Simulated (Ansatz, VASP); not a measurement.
One calculation of Cr, two programs

```
Cr
1.0
     2.66799    0.00000    0.00000
    -1.33400    2.31055    0.00000
     0.00000    0.00000    4.33524
Cr
2
Direct
  0.33333 0.66667 0.25000
  0.66667 0.33333 0.75000
```

Change from the starting cell: volume scaled by 0.95, no spin polarisation, PAW files.

Alike in both runs: task single point; functional LDA; k mesh 12 × 12 × 7; occupations fermi-dirac, width 0.03 eV; no spin polarisation.

```csv
,VASP,Ansatz
version,VASP 6.6.1,Ansatz 0.2.0
potentials or method,"VASP PAW LDA potentials, release 64 (Cr_pv)","PAW with Ansatz's default frozen-core files, scalar-relativistic"
plane-wave cutoff (eV),520,420
valence electrons in the cell,24,28
```

```tsv
	VASP	Ansatz	Ansatz less VASP
pressure (GPa)	-34.2	-34.2	0.00
traceless stress, the component that is largest in VASP (GPa)	5.71	5.97	+0.262
```

LDA's correlation is that of Perdew and Zunger in VASP and of Perdew and Wang (1992) in Ansatz. Both programs put the cell under strong tension, so it lies far from rest at this level. VASP's potentials hold 24 valence electrons a cell and Ansatz's 28, so a difference there can come from the potentials and not from the codes.

Noted on VASP's run: the cell as given lies far from equilibrium.
